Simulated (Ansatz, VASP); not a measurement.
## Two plane-wave programs on Cs

```
Cs
1.0
     4.69716    0.00000    0.00000
     0.00000    4.69716    0.00000
     0.00000    0.00000    4.69716
Cs
1
Direct
  0.00000 0.00000 0.00000
```

Alike in both runs: functional LDA; k mesh 8 × 8 × 8; occupations fermi-dirac, width 0.1 eV; no spin polarisation.

Ansatz relaxed the structure, and its values are those at the end. VASP's run is a single point on that final structure, the one shown.

|  | VASP | Ansatz |
| --- | --- | --- |
| version | VASP 6.6.1 | Ansatz 0.2.0 |
| potentials or method | VASP PAW LDA potentials, release 64 (Cs_sv) | PAW with Ansatz's default frozen-core files, scalar-relativistic |
| plane-wave cutoff (eV) | 520 | 420 |
| valence electrons in the cell | 9 | 9 |

|  | VASP | Ansatz | Ansatz less VASP |
| --- | --- | --- | --- |
| pressure (GPa) | 0.0 | 0.0 | +0.01 |

LDA's correlation is that of Perdew and Zunger in VASP and of Perdew and Wang (1992) in Ansatz.

Neither program's run includes spin-orbit coupling.
